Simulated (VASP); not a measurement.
# SeF (Fm-3m) in VASP: a series of runs, part 2 of 2

VASP 6.6.1. The steps go on from the part before.

**4. Single point, PBE**

INCAR reads:

```
SYSTEM = SeF
ALGO = Normal
EDIFF = 1E-6
ENCUT = 600
GGA = PE
GGA_COMPAT = .FALSE.
ISIF = 2
ISMEAR = -1
LASPH = .TRUE.
LCHARG = .TRUE.
LELF = .TRUE.
LREAL = .FALSE.
LVHAR = .TRUE.
LWAVE = .FALSE.
NBANDS = 14
NELM = 120
PREC = Accurate
SIGMA = 0.0132
```

KPOINTS reads:

```
k-points
0
G
  6 6 6
  0 0 0
```

POSCAR reads:

```
SeF
1.0
    0.0000000000      2.6003738682      2.6003738682
    2.6003738682      0.0000000000      2.6003738682
    2.6003738682      2.6003738682      0.0000000000
F Se
1 1
Direct
    0.0000000000      0.0000000000      0.0000000000
    0.5000000000      0.5000000000      0.5000000000
```

Potentials or basis: VASP PAW PBE potentials, release 64 (F, Se).

Started as:

```
$ cat potpaw_PBE.64/F/POTCAR potpaw_PBE.64/Se/POTCAR > POTCAR
$ mpirun -np 1 vasp_std > vasp.out
```

OUTCAR:

```text
SYSTEM = SeF
   EDIFF = 1E-6
   ENCUT = 600
   GGA = PE
   ISIF = 2
   ISMEAR = -1
   LASPH = .TRUE.
   LREAL = .FALSE.
   NELM = 120
   PREC = Accurate

 ion  position               nearest neighbor table
   1  0.000  0.000  0.000-
   2  0.500  0.500  0.500-

  LATTYP: Found a face centered cubic cell.
 ALAT       =     5.2007477364

  Lattice vectors:

 A1 = (   0.0000000000,   2.6003738682,   2.6003738682)
 A2 = (   2.6003738682,   0.0000000000,   2.6003738682)
 A3 = (   2.6003738682,   2.6003738682,   0.0000000000)

Analysis of symmetry for initial positions (statically):
=====================================================================
 Subroutine PRICEL returns:
 Original cell was already a primitive cell.

 Routine SETGRP: Setting up the symmetry group for a
 face centered cubic supercell.

 Subroutine GETGRP returns: Found 48 space group operations
 (whereof 48 operations were pure point group operations)
 out of a pool of 48 trial point group operations.

The static configuration has the point symmetry O_h .

Analysis of symmetry for dynamics (positions and initial velocities):
=====================================================================
 Subroutine PRICEL returns:
 Original cell was already a primitive cell.

 Routine SETGRP: Setting up the symmetry group for a
 face centered cubic supercell.

 Subroutine GETGRP returns: Found 48 space group operations
 (whereof 48 operations were pure point group operations)
 out of a pool of 48 trial point group operations.

The dynamic configuration has the point symmetry O_h .

 Subroutine INISYM returns: Found 48 space group operations
 (whereof 48 operations are pure point group operations),
 and found     1 'primitive' translations

----------------------------------------------------------------------------------------

                                     Primitive cell

  volume of cell :      35.1672

  direct lattice vectors                    reciprocal lattice vectors
     0.000000000  2.600373868  2.600373868    -0.192280043  0.192280043  0.192280043
     2.600373868  0.000000000  2.600373868     0.192280043 -0.192280043  0.192280043
[... 107 lines left out ...]
 non-spin polarized calculation
  energy-cutoff  :      600.00
  volume of cell :       35.17
 maximum number of plane-waves:      1211
 NGX is ok and might be reduce to    30
   NGX = 15   NGY = 15   NGZ = 15

 number of electron      13.0000006 magnetization

 Free energy of the ion-electron system (eV)
  ---------------------------------------------------
  ext. energy  EPLUGINS =         0.00000000
  ---------------------------------------------------
  free energy    TOTEN  =        -4.55175795 eV

  energy without entropy =       -4.54409577  energy(sigma->0) =       -4.54792686

 E-fermi :   2.3950     XC(G=0):  -9.6736

 val. band max:        2.3915834292   @ k =  -0.3333   0.5000   0.1667
 cond. band min:       2.4104076056   @ k =   0.3333   0.0000   0.0000
 fundamental gap:      0.0188241764
 Fermi energy:         2.3949501288

 k-point     1 :       0.0000    0.0000    0.0000
  band No.  band energies     occupation
      1     -20.7151      2.00000
      2     -10.4161      2.00000
      3      -2.1328      2.00000
      4      -2.1328      2.00000
      5      -2.1328      2.00000
      6       3.3789      0.00000
      7       3.3789      0.00000
      8       3.3789      0.00000
      9      10.9979      0.00000
     10      12.3862      0.00000
     11      12.3862      0.00000
     12      12.3862      0.00000
     13      15.5898      0.00000
     14      15.5898      0.00000
[... 241 lines left out ...]
      1     -20.5104      2.00000
      2      -9.8459      2.00000
      3      -3.8244      2.00000
      4      -3.1928      2.00000
      5      -2.0827      2.00000
      6       1.8904      2.00000
      7       2.3916      1.12684
      8       2.6629      0.00000
      9      10.3442      0.00000
     10      13.8772      0.00000
     11      14.3280      0.00000
     12      17.4670      0.00000
     13      20.3238      0.00000
     14      21.2782      0.00000

------------------------ aborting loop because EDIFF is reached ----------------------------------------

  FORCE on cell =-STRESS in cart. coord.  units (eV):
  Direction    XX          YY          ZZ          XY          YZ          ZX
  --------------------------------------------------------------------------------------
  -------------------------------------------------------------------------------------
  Total       -0.0396258     -0.0396258     -0.0396258      0.0000000      0.0000000     -0.0000000
  in kB       -1.8053096     -1.8053096     -1.8053096      0.0000000      0.0000000     -0.0000000
  external PRESSURE =      -1.8053096 kB  Pullay stress =       0.0000000 kB

 VOLUME and BASIS-vectors are now :
 -----------------------------------------------------------------------------
  energy-cutoff  :      600.00
  volume of cell :       35.17
      direct lattice vectors                 reciprocal lattice vectors
     0.000000000  2.600373868  2.600373868    -0.192280043  0.192280043  0.192280043
     2.600373868  0.000000000  2.600373868     0.192280043 -0.192280043  0.192280043
     2.600373868  2.600373868  0.000000000     0.192280043  0.192280043 -0.192280043

 POSITION                                       TOTAL-FORCE (eV/Angst)
 -----------------------------------------------------------------------------------
      0.00000      0.00000      0.00000         0.000000      0.000000      0.000000
      2.60037      2.60037      2.60037         0.000000      0.000000      0.000000
 -----------------------------------------------------------------------------------
    total drift:                               -0.000000      0.000000      0.000000

  FREE ENERGIE OF THE ION-ELECTRON SYSTEM (eV)
  ---------------------------------------------------
  free  energy   TOTEN  =        -4.5517579540 eV

  energy  without entropy=       -4.5440957738  energy(sigma->0) =       -4.54792686
```

OSZICAR:

```text
N       E                     dE             d eps       ncg     rms          rms(c)
DAV:   1     0.520997691204E+02    0.52100E+02   -0.61796E+03   448   0.873E+02
DAV:   2    -0.360254172097E+01   -0.55702E+02   -0.53097E+02   606   0.173E+02
DAV:   3    -0.560498181814E+01   -0.20024E+01   -0.19894E+01   502   0.310E+01
DAV:   4    -0.561045776999E+01   -0.54760E-02   -0.54755E-02   526   0.187E+00
DAV:   5    -0.561047466467E+01   -0.16895E-04   -0.16895E-04   526   0.102E-01    0.676E+00
DAV:   6    -0.519997628078E+01    0.41050E+00   -0.12831E+01   454   0.199E+01    0.731E+00
DAV:   7    -0.457491859967E+01    0.62506E+00   -0.51290E+00   478   0.103E+01    0.158E+00
DAV:   8    -0.459996255636E+01   -0.25044E-01   -0.71661E-01   512   0.348E+00    0.179E+00
DAV:   9    -0.456884624973E+01    0.31116E-01   -0.52863E-01   466   0.307E+00    0.120E+00
DAV:  10    -0.455362331125E+01    0.15223E-01   -0.14273E-01   540   0.142E+00    0.458E-01
DAV:  11    -0.455187041543E+01    0.17529E-02   -0.11402E-02   472   0.497E-01    0.104E-01
DAV:  12    -0.455193387056E+01   -0.63455E-04   -0.21427E-03   538   0.198E-01    0.135E-01
DAV:  13    -0.455177764818E+01    0.15622E-03   -0.28865E-04   534   0.811E-02    0.455E-02
DAV:  14    -0.455175846057E+01    0.19188E-04   -0.76472E-05   460   0.432E-02    0.527E-03
DAV:  15    -0.455175795401E+01    0.50656E-06   -0.18701E-06   422   0.968E-03
   1 F= -.45517580E+01 E0= -.45479269E+01  d E =-.766218E-02
```

Run time: 13 s. Hardware: 1 thread of Intel Xeon Platinum 8259CL at 2.50GHz (Skylake/Cascade Lake), shared host; peak memory 0.17 GiB.

What came out:

```
Free energy            : -4.5518 eV
Pressure               : -0.2 GPa
Band gap on the k mesh : zero (an odd number of electrons rules out a gap without spin polarisation)
```

Levels at points of the mesh, in eV from the Fermi level:
| k point | band 3 | band 4 | band 5 | band 6 | band 7 | band 8 | band 9 | band 10 |
| --- | --- | --- | --- | --- | --- | --- | --- | --- |
| (0.00, 0.00, 0.00) | -4.53 | -4.53 | -4.53 | 0.98 | 0.98 | 0.98 | 8.60 | 9.99 |
| (0.50, 0.00, 0.00) | -4.39 | -4.39 | -3.81 | -2.87 | -0.28 | -0.28 | 8.11 | 12.18 |
| (0.50, 0.50, 0.00) | -6.51 | -5.24 | -5.24 | -0.05 | 0.60 | 0.60 | 6.16 | 10.33 |

Caveat: an odd number of electrons without spin polarisation forces a metal; a magnetic or distorted state may lie lower.
